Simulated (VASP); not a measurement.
# Sn3Ge2 (C2/m) in VASP: single point with PBE

Aim: the single point of Sn3Ge2 with PBE.

Program: VASP 6.6.1. These are calculated values, not measurements. Logs are shortened: lines on timing, memory, paths and dates and some standing lists are left out, and cuts for length are marked.

## (1) The cell of the first run

Symmetry: C2/m, No. 12, monoclinic system. Conventional cell: a = 4.704 Å, b = 4.441 Å, c = 11.928 Å, α = 90.00°, β = 99.76°, γ = 90.00°. Sn (site symmetry 2/m) has 14 Sn at 3.23 to 4.44 Å within 4.5 Å. Within 4.5 Å of Sn (site symmetry m) lie 10 Sn at 3.23 to 4.44 Å and 4 Ge at 3.23 to 3.37 Å. Within 4.5 Å of Ge (site symmetry m) lie 10 Ge at 3.23 to 4.44 Å and 4 Sn at 3.23 to 3.37 Å.

## (2) Single point, PBE

INCAR

```
PREC = Accurate ; ENCUT = 520
EDIFF = 1E-6 ; ISMEAR = 0
SIGMA = 0.1 ; LREAL = F
LASPH = T ; NELM = 100
ALGO = Fast ; ISIF = 2
LWAVE = F ; LCHARG = F
GGA = PE ; NBANDS = 43
```

KPOINTS

```
regular mesh
0
Gamma
  6 6 2
```

POSCAR

```
Sn3Ge2
1.0
    2.3518991000     -2.2206104200      0.0000000000
    2.3518991000      2.2206104200      0.0000000000
   -2.0228399900      0.0000000000     11.7548906500
Sn Ge
3 2
Direct
    0.0000000000      0.0000000000      0.0000000000
    0.4000000000      0.4000000000      0.8000000000
    0.6000000000      0.6000000000      0.2000000000
    0.8000000000      0.8000000000      0.6000000000
    0.2000000000      0.2000000000      0.4000000000
```

Potentials or basis: VASP PAW PBE potentials, release 64 (Sn_d, Ge_d).

Run with:

```
$ cat potpaw_PBE.64/Sn_d/POTCAR potpaw_PBE.64/Ge_d/POTCAR > POTCAR
$ mpirun -np 1 vasp_std > vasp.out
```

OUTCAR:

```text
PREC = Accurate
   ENCUT = 520
   EDIFF = 1E-6
   ISMEAR = 0
   LREAL = F
   LASPH = T
   NELM = 100
   ISIF = 2
   GGA = PE

 ion  position               nearest neighbor table
   1  0.000  0.000  0.000-   3 3.23   3 3.23   2 3.23   2 3.23   2 3.28   3 3.28   3 3.37   2 3.37

   2  0.400  0.400  0.800-   4 3.23   4 3.23   1 3.23   1 3.23   4 3.28   1 3.28   1 3.37
   3  0.600  0.600  0.200-   5 3.23   5 3.23   1 3.23   1 3.23   5 3.28   1 3.28   1 3.37
   4  0.800  0.800  0.600-   2 3.23   2 3.23   2 3.28
   5  0.200  0.200  0.400-   3 3.23   3 3.23   3 3.28

  LATTYP: Found a base centered monoclinic cell.
 ALAT       =     4.7037982000
 B/A-ratio  =     0.9441775882
 C/A-ratio  =     2.5357531312
 COS(beta)  =    -0.1695922018

  Lattice vectors:

 A1 = (   2.3518991000,  -2.2206104200,   0.0000000000)
 A2 = (   2.3518991000,   2.2206104200,   0.0000000000)
 A3 = (  -2.0228399900,   0.0000000000,  11.7548906500)

Analysis of symmetry for initial positions (statically):
=====================================================================
 Subroutine PRICEL returns:
 Original cell was already a primitive cell.

 Routine SETGRP: Setting up the symmetry group for a
 base centered monoclinic supercell.

 Subroutine GETGRP returns: Found  4 space group operations
 (whereof  4 operations were pure point group operations)
 out of a pool of  4 trial point group operations.

The static configuration has the point symmetry C_2h.

Analysis of symmetry for dynamics (positions and initial velocities):
=====================================================================
 Subroutine PRICEL returns:
 Original cell was already a primitive cell.

 Routine SETGRP: Setting up the symmetry group for a
 base centered monoclinic supercell.

 Subroutine GETGRP returns: Found  4 space group operations
 (whereof  4 operations were pure point group operations)
 out of a pool of  4 trial point group operations.

The dynamic configuration has the point symmetry C_2h.

 Subroutine INISYM returns: Found  4 space group operations
 (whereof  4 operations are pure point group operations),
 and found     1 'primitive' translations

----------------------------------------------------------------------------------------

                                     Primitive cell

[... 89 lines left out ...]
   ICHARG =      2    charge: 1-file 2-atom 10-const
   ISPIN  =      1    spin polarized calculation?
   LNONCOLLINEAR =      F non collinear calculations
   LSORBIT =      F    spin-orbit coupling
   LASPH  =      T    aspherical Exc in radial PAW
   ENCUT  =  520.0 eV  38.22 Ry    6.18 a.u.   6.01  6.01 22.18*2*pi/ulx,y,z
   NELM   =    100;   NELMIN=  2; NELMDL= -5     # of ELM steps
   EDIFF  = 0.1E-05   stopping-criterion for ELM
   LREAL  =      F    real-space projection
   EDIFFG = 0.1E-04   stopping-criterion for IOM
   NSW    =      0    number of steps for IOM
   IBRION =     -1    ionic relax: 0-MD 1-quasi-New 2-CG
   NFREE  =      0    steps in history (QN), initial steepest desc. (CG)
   ISIF   =      2    stress and relaxation
   ISYM   =      2    0-nonsym 1-usesym 2-fastsym
   POTIM  = 0.5000    time-step for ionic-motion
   TEBEG  =    0.0;   TEEND  =   0.0 temperature during run
   PSTRESS=    0.0 pullay stress
   NELECT =      70.0000    total number of electrons
   NUPDOWN=      -1.0000    fix difference up-down
   EMIN   =  10.00;   EMAX   =-10.00  energy-range for DOS
   EFERMI =   0.00;   METHOD = LEGACY
   ISMEAR =     0;   SIGMA  =   0.10  broadening in eV -4-tet -1-fermi 0-gaus
   EFERMI_NEDOS =   21; number of points for ismear=-14 and -15
   IALGO  =     68    algorithm
   IMIX   =      4    mixing-type and parameters
     AMIX     =   0.40;   BMIX     =  1.00
     AMIX_MAG =   1.60;   BMIX_MAG =  1.00
  volume/ion in A,a.u.               =      24.56       165.72
  Fermi-wavevector in a.u.,A,eV,Ry     =   1.357462  2.565231 25.071491  1.842703
  Thomas-Fermi vector in A             =   2.484378
   LORBIT       =      0    0 simple, 1 ext, 2 COOP (PROOUT), +10 PAW based schemes
   GGA     = PE    functional components
   LHFCALC =     F    Hartree Fock is set to
   AEXX    =    0.0000 exact exchange contribution
   IVDW    =     0    specifies the selected vdW correction
   LEPSILON=     F    determine dielectric tensor
   LRPA    =     F    only Hartree local field effects (RPA)
 non-spin polarized calculation
 RMM-DIIS sequential band-by-band and
 Gauss-broadening in eV      SIGMA  =   0.10
  energy-cutoff  :      520.00
  volume of cell :      122.78
 maximum number of plane-waves:      3340
   NGX = 13   NGY = 13   NGZ = 45

 number of electron      70.0000045 magnetization

 Free energy of the ion-electron system (eV)
  ---------------------------------------------------
  ext. energy  EPLUGINS =         0.00000000
  ---------------------------------------------------
  free energy    TOTEN  =       -19.23068335 eV

  energy without entropy =      -19.21520641  energy(sigma->0) =      -19.22294488

 E-fermi :   7.4343     XC(G=0): -10.5269

 val. band max:        7.3392590451   @ k =   0.1667   0.1667   0.0000
 cond. band min:       7.4361710453   @ k =   0.5000   0.3333  -0.0000
 fundamental gap:      0.0969120002
 Fermi energy:         7.4343087061

 k-point     1 :       0.0000    0.0000    0.0000
  band No.  band energies     occupation
      1     -17.3612      2.00000
      2     -17.3514      2.00000
      3     -17.3500      2.00000
      4     -17.3391      2.00000
      5     -17.3360      2.00000
      6     -17.3352      2.00000
[... 1093 lines left out ...]
     42       9.4274      0.00000
     43       9.7743      0.00000

 [... further k-points ...]
[... 5 lines left out ...]
  --------------------------------------------------------------------------------------
  -------------------------------------------------------------------------------------
  Total        1.3868526      0.7218797      0.0767248      0.0000000      0.0000000     -0.1513870
  in kB       18.0967766      9.4196722      1.0011668      0.0000000      0.0000000     -1.9754204
  external PRESSURE =       9.5058719 kB  Pullay stress =       0.0000000 kB

 VOLUME and BASIS-vectors are now :
 -----------------------------------------------------------------------------
  energy-cutoff  :      520.00
  volume of cell :      122.78
      direct lattice vectors                 reciprocal lattice vectors
     2.351899100 -2.220610420  0.000000000     0.212594154 -0.225163313  0.036584258
     2.351899100  2.220610420  0.000000000     0.212594154  0.225163313  0.036584258
    -2.022839990  0.000000000 11.754890650     0.000000000  0.000000000  0.085070974

 POSITION                                       TOTAL-FORCE (eV/Angst)
 -----------------------------------------------------------------------------------
      0.00000      0.00000      0.00000         0.000000      0.000000      0.000000
      0.26325      0.00000      9.40391         0.006790      0.000000     -0.617969
      2.41771      0.00000      2.35098        -0.006790      0.000000      0.617969
      2.54933      0.00000      7.05293         0.021699      0.000000     -0.427279
      0.13162      0.00000      4.70196        -0.021699      0.000000      0.427279
 -----------------------------------------------------------------------------------
    total drift:                                0.000000      0.000000     -0.000000

  FREE ENERGIE OF THE ION-ELECTRON SYSTEM (eV)
  ---------------------------------------------------
  free  energy   TOTEN  =       -19.2306833457 eV

  energy  without entropy=      -19.2152064111  energy(sigma->0) =      -19.22294488
```

OSZICAR:

```text
N       E                     dE             d eps       ncg     rms          rms(c)
DAV:   1     0.706165733462E+03    0.70617E+03   -0.34476E+04  2486   0.351E+03
DAV:   2     0.119652627145E+03   -0.58651E+03   -0.57479E+03  2236   0.811E+02
DAV:   3    -0.961545904921E+01   -0.12927E+03   -0.12757E+03  2398   0.249E+02
DAV:   4    -0.190115262489E+02   -0.93961E+01   -0.92639E+01  2654   0.742E+01
DAV:   5    -0.192898856712E+02   -0.27836E+00   -0.27726E+00  2786   0.128E+01    0.287E+00
RMM:   6    -0.192454817674E+02    0.44404E-01   -0.11279E-01  2879   0.278E+00    0.165E+00
RMM:   7    -0.192294530495E+02    0.16029E-01   -0.72327E-02  2834   0.208E+00    0.168E-01
RMM:   8    -0.192304272674E+02   -0.97422E-03   -0.23604E-02  3750   0.110E+00    0.113E-01
RMM:   9    -0.192304220785E+02    0.51890E-05   -0.36357E-03  3309   0.450E-01    0.574E-02
RMM:  10    -0.192305869851E+02   -0.16491E-03   -0.16571E-03  3792   0.229E-01    0.194E-02
RMM:  11    -0.192306393281E+02   -0.52343E-04   -0.50012E-04  3760   0.106E-01    0.599E-03
RMM:  12    -0.192306604042E+02   -0.21076E-04   -0.23429E-04  3594   0.629E-02    0.402E-03
RMM:  13    -0.192306714132E+02   -0.11009E-04   -0.12569E-04  2637   0.399E-02    0.318E-03
RMM:  14    -0.192306763738E+02   -0.49605E-05   -0.63379E-05  2482   0.312E-02    0.289E-03
RMM:  15    -0.192306799517E+02   -0.35779E-05   -0.40061E-05  2428   0.234E-02    0.259E-03
RMM:  16    -0.192306820794E+02   -0.21277E-05   -0.21175E-05  2301   0.151E-02    0.429E-03
RMM:  17    -0.192306828805E+02   -0.80109E-06   -0.12557E-05  2158   0.123E-02    0.270E-03
RMM:  18    -0.192306833457E+02   -0.46521E-06   -0.67403E-06  2129   0.857E-03
   1 F= -.19230683E+02 E0= -.19222945E+02  d E =-.154769E-01
```

stdout:

```text
POSCAR found type information on POSCAR SnGe
 POSCAR found :  2 types and       5 ions
 scaLAPACK will be used
 LDA part: xc-table for (Slater+PW92), standard interpolation
 POSCAR, INCAR and KPOINTS ok, starting setup
 FFT: planning ... GRIDC
 FFT: planning ... GRID_SOFT
 FFT: planning ... GRID
 WAVECAR not read
 entering main loop
WARNING in EDDRMM: call to ZHEGV failed, returncode =   8  4     42
```

Wall time 2.1 min (1 thread of Intel Xeon Platinum 8488C (Sapphire Rapids), shared host); peak memory 0.28 GiB.

Results:

```yaml
Free_energy: -19.2307 eV
Pressure: 1.0 GPa
Largest_force: 0.618 eV/Å
Band_gap_on_the_k_mesh: zero (bands 35 and 36 overlap by 4.12 eV)
```

Forces on the atoms (eV/Å):
```
Sn   0.000  0.000  0.000
Sn   0.007  0.000 -0.618
Sn  -0.007  0.000  0.618
Ge   0.022  0.000 -0.427
Ge  -0.022  0.000  0.427
```

Stress tensor (GPa, compression positive):
```
 1.81  0.00 -0.20
 0.00  0.94  0.00
-0.20  0.00  0.10
```

Levels at points of the mesh, in eV from the Fermi level:
```csv
k point,band 31,band 32,band 33,band 34,band 35,band 36,band 37,band 38,band 39,band 40
"(0.00, 0.00, 0.00)",-2.01,-1.48,2.39,2.59,2.78,2.96,4.24,4.37,4.54,4.82
"(0.50, 0.00, 0.00)",-4.87,-4.03,-3.51,-2.06,-1.88,1.04,1.12,3.36,3.69,4.97
"(0.50, 0.50, 0.00)",-3.88,-3.45,-3.41,-2.21,-2.11,-1.34,-1.29,-0.10,0.02,0.93
"(0.00, 0.00, 0.50)",-3.92,1.30,1.39,2.18,2.57,3.33,3.43,3.67,3.76,5.96
"(0.50, 0.00, 0.50)",-4.79,-4.21,-3.68,-1.81,-1.63,0.70,0.79,3.75,4.11,4.85
"(0.50, 0.50, 0.50)",-4.01,-3.31,-2.89,-2.77,-2.62,-0.78,-0.72,0.21,0.25,0.34
```

Caveat: spin-orbit coupling is left out, which moves the levels of the heavy elements.

The gap in the log of VASP goes by the Fermi energy; the results here count the filled bands.